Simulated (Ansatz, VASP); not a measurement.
# One calculation of F, two programs

The input INCAR:

```
ALGO = Normal
EDIFF = 1E-6
EDIFFG = -0.005
ENCUT = 600
GGA = PE
IBRION = 2
ISIF = 3
ISMEAR = -1
LASPH = T
LCHARG = F
LREAL = F
LWAVE = F
NELM = 80
NSW = 60
PREC = Accurate
SIGMA = 0.08
```

Contents of KPOINTS:

```
k-points
0
Gamma
  18 18 18
```

Contents of POSCAR:

```
F
1.0
   -1.4812480342      1.4812480342      1.4812480342
    1.4812480342     -1.4812480342      1.4812480342
    1.4812480342      1.4812480342     -1.4812480342
F
1
Direct
    0.0000000000      0.0000000000      0.0000000000
```

Input for Ansatz:

```yaml
crystal:
  lattice:
    - [-1.4812480342, 1.4812480342, 1.4812480342]
    - [1.4812480342, -1.4812480342, 1.4812480342]
    - [1.4812480342, 1.4812480342, -1.4812480342]
  atoms:
    - { symbol: F, position: [0.0, 0.0, 0.0] }
kpoints:
  mp_grid: { grid: [18, 18, 18] }
scf:
  occupations: { method: fermi_dirac, width: 0.08 }
hamiltonian:
  xc: pbe
  pseudopotentials: { kind: paw }
output:
  forces: true
  stress: true
  write_density: true
  write_potential: true
  elf: true
  volumetric_format: npy
relax:
  f_tol: 0.005
  max_steps: 40
  cell: {}
```

Alike in both runs: task relaxation of cell and atoms; functional PBE; k mesh 18 × 18 × 18; occupations fermi-dirac, width 0.08 eV; no spin polarisation.

|  | VASP | Ansatz |
| --- | --- | --- |
| version | VASP 6.6.1 | Ansatz 0.2.0 |
| potentials or method | VASP PAW PBE potentials, release 64 (F) | PAW with Ansatz's default frozen-core files, scalar-relativistic |
| plane-wave cutoff (eV) | 600 | 420 |
| valence electrons in the cell | 7 | 7 |

Ansatz gave:

| Quantity | Value |
| --- | --- |
| relaxed volume (Å³/atom) | 10.15 |
| relaxed cell length with the largest relative difference (Å) | 2.362 |

Estimate VASP's values.

relaxed volume (Å³/atom): 9.99; relaxed cell length with the largest relative difference (Å): 2.350.

Noted on VASP's run: the volume moved by over 15 % at a fixed basis, so the end points are rough.
